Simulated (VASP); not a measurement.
A run of VASP 6.6.1:

File INCAR:

```
SYSTEM = CdInTe2
  PREC = Accurate
  ENCUT = 520
  EDIFF = 1E-7
  ISMEAR = -1
  SIGMA = 0.1
  LREAL = .FALSE.
  LASPH = .TRUE.
  NELM = 80
  ALGO = Normal
  ISIF = 2
  LWAVE = .FALSE.
  LCHARG = .FALSE.
  GGA = PE
  NBANDS = 47
```

Contents of KPOINTS:

```
Automatic mesh
0
G
  6 6 6
  0 0 0
```

File POSCAR:

```
CdInTe2
1.0
    0.0000000000      6.4749500000      0.0000000000
    6.4749500000      0.0000000000      0.0000000000
    3.2374750000      3.2374750000     -6.3475940000
Te In Cd
4 2 2
Direct
    0.3750000000      0.3750000000      0.7500000000
    0.6250000000      0.1250000000      0.2500000000
    0.8750000000      0.8750000000      0.7500000000
    0.1250000000      0.6250000000      0.2500000000
    0.5000000000      0.5000000000      0.0000000000
    0.2500000000      0.7500000000      0.5000000000
    0.0000000000      0.0000000000      0.0000000000
    0.7500000000      0.2500000000      0.5000000000
```

Potentials or basis: VASP PAW PBE potentials, release 64 (Te, In_d, Cd).

The run is started by

```console
$ cat potpaw_PBE.64/Te/POTCAR potpaw_PBE.64/In_d/POTCAR potpaw_PBE.64/Cd/POTCAR > POTCAR
$ mpirun -np 1 vasp_std > vasp.out
```

Hardware: 1 thread of Intel(R) Xeon(R) Platinum 8488C (Sapphire Rapids), on a shared host.

How long does it take, and how much memory?

Wall time 5.2 min on 1 thread of Intel(R) Xeon(R) Platinum 8488C (Sapphire Rapids) (shared host), peak memory 0.59 GiB. Counts: scf iterations 18, k points 30.
